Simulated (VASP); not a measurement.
A run of VASP 6.6.1:

File INCAR:

```
SYSTEM = Tl
ALGO     = Normal         ! electronic algorithm
EDIFF    = 1E-6           ! SCF threshold, eV
ENCUT    = 520            ! plane-wave cutoff, eV
ISIF     = 2              ! what is computed and relaxed
ISMEAR   = -1             ! smearing method
LASPH    = .TRUE.         ! aspherical terms in the spheres
LCHARG   = .TRUE.         ! write CHGCAR
LELF     = .TRUE.         ! ELF
LREAL    = .FALSE.        ! projectors in reciprocal space
LVHAR    = .TRUE.       
LWAVE    = .FALSE.        ! write WAVECAR
NBANDS   = 12             ! bands
NELM     = 100            ! most SCF steps
PREC     = Accurate       ! precision mode
SIGMA    = 0.05           ! smearing width, eV
```

Contents of KPOINTS:

```
k-points
0
G
  13 13 13
  0 0 0
```

The input POSCAR:

```
Tl
1.0
   -1.9538546793      1.9538546793      1.9538546793
    1.9538546793     -1.9538546793      1.9538546793
    1.9538546793      1.9538546793     -1.9538546793
Tl
1
Direct
    0.0000000000      0.0000000000      0.0000000000
```

Potentials or basis: VASP PAW LDA potentials, release 64 (Tl_d).

Command:

```sh
$ cat potpaw_LDA.64/Tl_d/POTCAR > POTCAR
$ mpirun -np 1 vasp_std > vasp.out
```

Hardware: 1 thread of Intel(R) Xeon(R) Platinum 8259CL CPU @ 2.50GHz (Skylake/Cascade Lake), on a shared host.

Task: Estimate the wall time of this run.

Result: Run time: 21 s on 1 thread of Intel(R) Xeon(R) Platinum 8259CL CPU @ 2.50GHz (Skylake/Cascade Lake), on a shared host, peak memory 0.16 GiB. Counts: scf iterations 9, k points 84.
